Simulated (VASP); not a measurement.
Input of a VASP 6.6.1 run:

INCAR

```
PREC = Accurate
ENCUT = 520
EDIFF = 1E-6
ISMEAR = 0
SIGMA = 0.1
LREAL = False
LASPH = True
NELM = 100
ALGO = Normal
ISIF = 2
LWAVE = False
LCHARG = True
GGA = PE
LELF = True
LVHAR = True
NBANDS = 21
```

Contents of KPOINTS:

```
regular mesh
0
Gamma
  12 12 10
```

File POSCAR:

```
HfB
1.0
    2.4894052549      2.4894052549      0.0000000000
   -2.4894052549      2.4894052549      0.0000000000
    0.0000000000      0.0000000000      4.9788105098
Hf B
2 2
Direct
    0.5000000000      0.5000000000      0.0000000000
    0.0000000000      0.0000000000      0.5000000000
    0.0000000000      0.0000000000      0.0000000000
    0.5000000000      0.5000000000      0.5000000000
```

Potentials or basis: VASP PAW PBE potentials, release 64 (Hf_pv, B).

The run is started by

```sh
$ cat potpaw_PBE.64/Hf_pv/POTCAR potpaw_PBE.64/B/POTCAR > POTCAR
$ mpirun -np 1 vasp_std > vasp.out
```

Question: What does it give for the pressure?

Answer: -12.8 GPa.

Question: Predict the band gap on the k mesh.

Answer: Zero (bands 13 and 14 overlap by 3.13 eV).

Caveat: the cell differs from its parent crystal (equal strain along all axes, cell held: +3.0 %); the cell stands under tension; spin-orbit coupling is left out, which moves the levels of the heavy elements.
